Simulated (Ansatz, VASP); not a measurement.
# Ti in VASP and in Ansatz

File INCAR:

```
SYSTEM = Ti
  PREC = Accurate
  ENCUT = 520
  EDIFF = 1E-7
  ISMEAR = 0
  SIGMA = 0.15
  LREAL = .FALSE.
  LASPH = .TRUE.
  NELM = 60
  ALGO = Fast
  ISIF = 2
  LWAVE = .FALSE.
  LCHARG = .FALSE.
  NBANDS = 12
```

File KPOINTS:

```
regular mesh
0
G
  20 20 20
  0 0 0
```

POSCAR

```
Ti
1.0
    0.0000000000      1.8604966477      2.0005340298
    1.8604966477      0.0000000000      2.0005340298
    1.8604966477      1.8604966477      0.0000000000
Ti
1
Direct
    0.0000000000      0.0000000000      0.0000000000
```

Input for Ansatz:

```yaml
crystal:
  lattice:
    - [0.0, 1.8604966477, 2.0005340298]
    - [1.8604966477, 0.0, 2.0005340298]
    - [1.8604966477, 1.8604966477, 0.0]
  atoms:
    - { symbol: Ti, position: [0.0, 0.0, 0.0] }
basis:
  ecutwfc: 520.0
kpoints:
  mp_grid: { grid: [20, 20, 20] }
hamiltonian:
  xc: lda
  pseudopotentials: { kind: paw, azcp: { folder: soft_1 } }
scf:
  occupations: { method: gaussian, width: 0.15 }
output:
  forces: true
  stress: true
  eigenvalues: true
```

Change from the starting cell: normal strain along x -0.0700, normal strain along y -0.0700.

Alike in both runs: task single point; functional LDA; k mesh 20 × 20 × 20; occupations gaussian, width 0.15 eV; no spin polarisation.

|  | VASP | Ansatz |
| --- | --- | --- |
| version | VASP 6.6.1 | Ansatz 0.2.0 |
| potentials or method | VASP PAW LDA potentials, release 64 (Ti_sv), cutoff 520 eV | scalar-relativistic, plane waves, PAW |
| valence electrons in the cell | 12 | 12 |

```tsv
	VASP	Ansatz	Ansatz less VASP
gap on the k mesh at the Fermi level (eV)	none	none	-
pressure (GPa)	22.0	22.4	+0.46
traceless stress, the component that is largest in VASP (GPa)	-0.95	-0.88	+0.064
```

Ansatz warns that its potentials were made for another functional, while VASP's fit it. LDA's correlation is that of Perdew and Zunger in VASP and of Perdew and Wang (1992) in Ansatz. A gap of «none» marks a metal or a gap that the smearing closes.
